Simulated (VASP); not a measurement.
Here is a VASP 6.6.1 calculation.

The input INCAR:

```
SYSTEM = In
AGGAC = 1.0
AGGAX = 1.0
ALDAC = 0.0
ALDAX = 1.0
ALGO = Fast
EDIFF = 1E-7
ENCUT = 520
GGA = B5
ISIF = 2
ISMEAR = -1
IVDW = 12
LASPH = .TRUE.
LCHARG = .FALSE.
LREAL = .FALSE.
LWAVE = .FALSE.
NBANDS = 12
NELM = 80
PREC = Accurate
SIGMA = 0.05
VDW_A1 = 0.4298
VDW_A2 = 4.2359
VDW_S6 = 1.0
VDW_S8 = 2.6996
```

File KPOINTS:

```
k-points
0
G
  11 11 11
  0 0 0
```

File POSCAR:

```
In
1.0
   -1.6192596136      1.6192596136      2.5721385404
    1.6192596136     -1.6192596136      2.5721385404
    1.6192596136      1.6192596136     -2.5721385404
In
1
Direct
    0.0000000000      0.0000000000      0.0000000000
```

Potentials or basis: VASP PAW PBE potentials, release 64 (In_d).

The run is started by

```console
$ cat potpaw_PBE.64/In_d/POTCAR > POTCAR
$ mpirun -np 1 vasp_std > vasp.out
```

Problem. Predict the dispersion energy per atom.

Solution. -0.794 eV.

Problem. What does it give for the pressure?

Solution. 0.0 GPa.

Caveat: the PAW data sets were made with another functional, which shifts forces and pressure a little; pairwise dispersion overbinds metals, which lowers pressure and volume.
